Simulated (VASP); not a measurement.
# Rh (P-1) in VASP: relaxation of cell and atoms with PBEsol

Aim: the relaxation of cell and atoms of Rh with PBEsol.

All numbers are computed with VASP 6.6.1; they aren't measurements. Logs are shortened: lines on timing, memory, paths and dates and some standing lists are left out, and cuts for length are marked.

### Step 1. The cell of the first run

The typed cell holds 1 atom: a = 2.666 Å, b = 2.664 Å, c = 2.700 Å, α = 59.60°, β = 59.56°, γ = 60.27°.

### Step 2. Relaxation of cell and atoms, PBEsol

File INCAR:

```
PREC = Accurate ; ENCUT = 600
EDIFF = 1E-6 ; ISMEAR = 0
SIGMA = 0.15 ; LREAL = F
LASPH = T ; NELM = 60
ALGO = Fast ; ISIF = 3
LWAVE = F ; LCHARG = F
GGA = PS ; IBRION = 2
NSW = 100 ; EDIFFG = -0.01
```

File KPOINTS:

```
regular mesh
0
Gamma
  16 16 16
```

File POSCAR:

```
Rh
1.0
    0.0079560921      1.9019137630      1.8687985452
    1.8992436715      0.0085033702      1.8682512671
    1.9079519744      1.9100747878     -0.0002049327
Rh
1
Direct
    0.0000000000      0.0000000000      0.0000000000
```

Potentials or basis: VASP PAW PBE potentials, release 64 (Rh_pv).

On the command line:

```
$ cat potpaw_PBE.64/Rh_pv/POTCAR > POTCAR
$ mpirun -np 1 vasp_std > vasp.out
```

OUTCAR:

```text
PREC = Accurate
   ENCUT = 600
   EDIFF = 1E-6
   ISMEAR = 0
   LREAL = F
   LASPH = T
   NELM = 60
   ISIF = 3
   GGA = PS
   IBRION = 2
   NSW = 100
   EDIFFG = -0.01

 ion  position               nearest neighbor table
   1  0.000  0.000  0.000-

  LATTYP: Found a triclinic cell.
 ALAT       =     2.6659291553
 B/A-ratio  =     1.0126874654
 C/A-ratio  =     1.0038474100
 COS(alpha) =     0.0011168754
 COS(beta)  =     0.5022007597
 COS(gamma) =     0.5070118003

  Lattice vectors:

 A1 = (  -0.0087083029,  -1.9015714176,   1.8684561998)
 A2 = (  -1.9079519744,  -1.9100747878,   0.0002049327)
 A3 = (   1.8912875794,  -1.8934103928,  -0.0005472781)

Analysis of symmetry for initial positions (statically):
=====================================================================
 Subroutine PRICEL returns:
 Original cell was already a primitive cell.

 Routine SETGRP: Setting up the symmetry group for a
 triclinic supercell.

 Subroutine GETGRP returns: Found  2 space group operations
 (whereof  2 operations were pure point group operations)
 out of a pool of  2 trial point group operations.

The static configuration has the point symmetry S_2 .

Analysis of symmetry for dynamics (positions and initial velocities):
=====================================================================
 Subroutine PRICEL returns:
 Original cell was already a primitive cell.

 Routine SETGRP: Setting up the symmetry group for a
 triclinic supercell.

 Subroutine GETGRP returns: Found  2 space group operations
 (whereof  2 operations were pure point group operations)
 out of a pool of  2 trial point group operations.

The dynamic configuration has the point symmetry S_2 .

 Subroutine INISYM returns: Found  2 space group operations
 (whereof  2 operations are pure point group operations),
 and found     1 'primitive' translations

----------------------------------------------------------------------------------------

                                     Primitive cell

  volume of cell :      13.5009

  direct lattice vectors                    reciprocal lattice vectors
     0.007956092  1.901913763  1.868798545    -0.264315797  0.264050742  0.267498699
     1.899243672  0.008503370  1.868251267     0.264421965 -0.264099376  0.267653500
     1.907951974  1.910074788 -0.000204933     0.262009308  0.261792887 -0.267547332

  length of vectors
     2.666410933  2.664124927  2.699753039     0.459501022  0.459680163  0.456909147

  position of ions in fractional coordinates (direct lattice)
     0.000000000  0.000000000  0.000000000

[... 92 lines left out ...]
   IALGO  =     68    algorithm
   IMIX   =      4    mixing-type and parameters
     AMIX     =   0.40;   BMIX     =  1.00
     AMIX_MAG =   1.60;   BMIX_MAG =  1.00
  volume/ion in A,a.u.               =      13.50        91.11
  Fermi-wavevector in a.u.,A,eV,Ry     =   1.695578  3.204177 39.116523  2.874983
  Thomas-Fermi vector in A             =   2.776596
   LORBIT       =      0    0 simple, 1 ext, 2 COOP (PROOUT), +10 PAW based schemes
   GGA     = PS    functional components
   LHFCALC =     F    Hartree Fock is set to
   AEXX    =    0.0000 exact exchange contribution
   IVDW    =     0    specifies the selected vdW correction
   LEPSILON=     F    determine dielectric tensor
   LRPA    =     F    only Hartree local field effects (RPA)
 conjugate gradient relaxation of ions
 non-spin polarized calculation
 RMM-DIIS sequential band-by-band and
 Gauss-broadening in eV      SIGMA  =   0.15
  energy-cutoff  :      600.00
  volume of cell :       13.50
 maximum number of plane-waves:       468
 NGX is ok and might be reduce to    24
   NGX = 11   NGY = 11   NGZ = 11

--------------------------------------- Ionic step        1  -------------------------------------------

 number of electron      15.0000002 magnetization

 Free energy of the ion-electron system (eV)
  ---------------------------------------------------
  ext. energy  EPLUGINS =         0.00000000
  ---------------------------------------------------
  free energy    TOTEN  =        -8.14243114 eV

  energy without entropy =       -8.12643979  energy(sigma->0) =       -8.13443546

------------------------ aborting loop because EDIFF is reached ----------------------------------------

  FORCE on cell =-STRESS in cart. coord.  units (eV):
  Direction    XX          YY          ZZ          XY          YZ          ZX
  --------------------------------------------------------------------------------------
  -------------------------------------------------------------------------------------
  Total       -0.1032194     -0.1276974      0.2428185     -0.1459591     -0.0033415      0.0072790
  in kB      -12.2492393    -15.1540872     28.8157265    -17.3212437     -0.3965449      0.8638104
  external PRESSURE =       0.4708000 kB  Pullay stress =       0.0000000 kB
[... 232 lines left out ...]
--------------------------------------- Ionic step        8  -------------------------------------------

 number of electron      15.0000002 magnetization

 Free energy of the ion-electron system (eV)
  ---------------------------------------------------
  ext. energy  EPLUGINS =         0.00000000
  ---------------------------------------------------
  free energy    TOTEN  =        -8.14511839 eV

  energy without entropy =       -8.12909343  energy(sigma->0) =       -8.13710591

 E-fermi :  12.0831     XC(G=0): -14.3337

 val. band max:       12.0763175973   @ k =  -0.0000   0.2500   0.3125
 cond. band min:      12.0833886649   @ k =   0.0000  -0.1875   0.1250
 fundamental gap:      0.0070710676
 Fermi energy:        12.0830611821

 k-point     1 :       0.0000    0.0000    0.0000
  band No.  band energies     occupation
      1     -34.2760      2.00000
      2     -34.2760      2.00000
      3     -34.2758      2.00000
      4       3.9001      2.00000
      5       8.9052      2.00000
      6       8.9054      2.00000
      7       8.9064      2.00000
      8      11.0785      2.00000
      9      11.0801      2.00000
     10      28.0068      0.00000
     11      32.4079      0.00000
[... 309 lines left out ...]
 k-point    24 :      -0.1250    0.0625    0.0000
  band No.  band energies     occupation
      1     -34.4465      2.00000
      2     -34.3211      2.00000
      3     -34.2916      2.00000
      4       4.8475      2.00000
      5       8.4982      2.00000
      6       9.2406      2.00000
      7       9.2732      2.00000
      8      10.7182      2.00000
      9      11.1847      2.00000
     10      29.2680      0.00000
     11      30.3697      0.00000

 [... further k-points ...]
[... 5 lines left out ...]
  --------------------------------------------------------------------------------------
  -------------------------------------------------------------------------------------
  Total        0.0048891      0.0049813      0.0073491      0.0010032     -0.0000001      0.0000087
  in kB        0.5800667      0.5910053      0.8719319      0.1190267     -0.0000152      0.0010381
  external PRESSURE =       0.6810013 kB  Pullay stress =       0.0000000 kB
[... 16 lines left out ...]
  FREE ENERGIE OF THE ION-ELECTRON SYSTEM (eV)
  ---------------------------------------------------
  free  energy   TOTEN  =        -8.1451183894 eV

  energy  without entropy=       -8.1290934334  energy(sigma->0) =       -8.13710591

 reached required accuracy - stopping structural energy minimisation
```

Run time: 25 min. Hardware: 1 thread of AMD EPYC 7R13 (Zen 3), shared host; peak memory 0.47 GiB.

Results:

```yaml
Free_energy: -8.1451 eV
Relaxed_volume: 13.50 Å³/atom
Relaxed_cell: a = 2.673 Å, b = 2.673 Å, c = 2.673 Å, α = 60.00°, β = 60.00°, γ = 60.00°
Space_group_after_relaxing_to_0.1_Å: Fm-3m (No. 225)
Energy_gained_by_relaxing: 2.7 meV/atom
Ionic_steps: 8
Pressure_after_relaxing: 0.1 GPa
Band_gap_on_the_k_mesh: zero (an odd number of electrons rules out a gap without spin polarisation)
```

Step by step:
| step | energy change (eV) | largest force (eV/Å) | pressure (GPa) | volume (Å³) |
| --- | --- | --- | --- | --- |
| 1 | 0.0000 | 0.0000 | 0.05 | 13.50 |
| 2 | -0.0024 | 0.0000 | -0.13 | 13.51 |
| 3 | -0.0026 | 0.0000 | -0.12 | 13.51 |
| 4 | -0.0027 | 0.0000 | 0.37 | 13.49 |
| 5 | -0.0027 | 0.0000 | 0.22 | 13.49 |
| 6 | -0.0027 | 0.0000 | 0.18 | 13.49 |
| 7 | -0.0027 | 0.0000 | -0.59 | 13.52 |
| 8 | -0.0027 | 0.0000 | 0.07 | 13.50 |

Final structure:
```yaml
crystal:
  lattice:
    - [0.00001, 1.89014, 1.88993]
    - [1.89013, 0.00003, 1.88992]
    - [1.89015, 1.89016, 0.00000]
  atoms:
    - { symbol: Rh, position: [0.00000, 0.00000, 0.00000] }
```

Caveat: the PAW data sets were made with another functional, which shifts forces and pressure a little.
